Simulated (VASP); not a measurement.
Here is a VASP 6.6.1 calculation.

Contents of INCAR:

```
SYSTEM = V
ALGO = Normal ; EDIFF = 1E-6
ENCUT = 520 ; GGA = PE
ISIF = 2 ; ISMEAR = -1
LASPH = .True. ; LCHARG = .False.
LREAL = .False. ; LWAVE = .False.
NBANDS = 12 ; NELM = 60
PREC = Accurate ; SIGMA = 0.08
```

The input KPOINTS:

```
k-points
0
Gamma
  15 15 15
  0 0 0
```

File POSCAR:

```
V
1.0
    2.3843854678      0.0000000000      0.0000000000
    0.0000000000      2.3843854678      0.0000000000
    0.0000000000      0.0000000000      2.3843854678
V
1
Direct
    0.0000000000      0.0000000000      0.0000000000
```

Potentials or basis: VASP PAW PBE potentials, release 64 (V_sv).

The run is started by

```bash
$ cat potpaw_PBE.64/V_sv/POTCAR > POTCAR
$ mpirun -np 1 vasp_std > vasp.out
```

Task: Estimate the pressure.

Result: 13.6 GPa.
